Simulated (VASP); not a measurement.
Write the native input for VASP 6.6.1 that does the following.

| Property | Result |
| --- | --- |
| Task | single point |
| Functional | r2SCAN |
| Potentials or basis | VASP PAW PBE potentials, release 64 (Pb_d, F) |
| Cutoff | 520 eV |
| k mesh | 8 × 8 × 8 |
| Occupations | gaussian, width 0.05 eV |
| Spin | no spin polarisation |
| Dipole correction | no |
| Further INCAR settings | ALGO = Normal; EDIFF = 1e-07; NBANDS = 21 |

Crystal: PbF2.

```
Pb F
1.0
     0.00000    2.92530    3.05895
     2.92530    0.00000    3.05895
     2.92530    2.92530    0.00000
Pb F
1 2
Direct
  0.00000 0.00000 0.00000
  0.25000 0.25000 0.25000
  0.75000 0.75000 0.75000
```

This cell differs from its parent crystal: strain -0.015 along x and y, +0.030 along z.

The input as run:

POSCAR

```
PbF2
1.0
    0.0000000000      2.9253022500      3.0589455000
    2.9253022500      0.0000000000      3.0589455000
    2.9253022500      2.9253022500      0.0000000000
Pb F
1 2
Direct
    0.0000000000      0.0000000000      0.0000000000
    0.2500000000      0.2500000000      0.2500000000
    0.7500000000      0.7500000000      0.7500000000
```

INCAR.step1

```
SYSTEM = PbF2
ALGO = Normal
EDIFF = 1E-4
ENCUT = 520
GGA = PE
ISMEAR = 0
LASPH = .True.
LCHARG = .False.
LREAL = .False.
LWAVE = .True.
NBANDS = 21
NELM = 80
PREC = Accurate
SIGMA = 0.05
```

INCAR.step2

```
SYSTEM = PbF2
ALGO = Normal
EDIFF = 1E-7
ENCUT = 520
ISIF = 2
ISMEAR = 0
ISTART = 1
LASPH = .True.
LCHARG = .True.
LELF = .True.
LMIXTAU = .True.
LREAL = .False.
LVHAR = .True.
LWAVE = .False.
METAGGA = R2SCAN
NBANDS = 21
NELM = 80
PREC = Accurate
SIGMA = 0.05
```

KPOINTS

```
k-points
0
Gamma
  8 8 8
  0 0 0
```

Potentials or basis: VASP PAW PBE potentials, release 64 (Pb_d, F).

The run is started by

```sh
$ cat potpaw_PBE.64/Pb_d/POTCAR potpaw_PBE.64/F/POTCAR > POTCAR
$ cp INCAR.step1 INCAR
$ mpirun -np 1 vasp_std > vasp.out
$ cp INCAR.step2 INCAR
$ mpirun -np 1 vasp_std > vasp.out
```

Results of the run:

```
Pressure               : -0.8 GPa
Band gap on the k mesh : 4.81 eV, indirect (least direct gap 5.02 eV)
```

Caveat: the cell differs from its parent crystal (strain -0.015 along x and y, +0.030 along z); the PAW data sets were made with another functional, which shifts forces and pressure a little; spin-orbit coupling is left out, which moves the levels of the heavy elements.

Run time: 3.3 min on 1 thread of Intel(R) Xeon(R) Platinum 8259CL CPU @ 2.50GHz (Skylake/Cascade Lake), with other jobs on the host, peak memory 0.22 GiB.
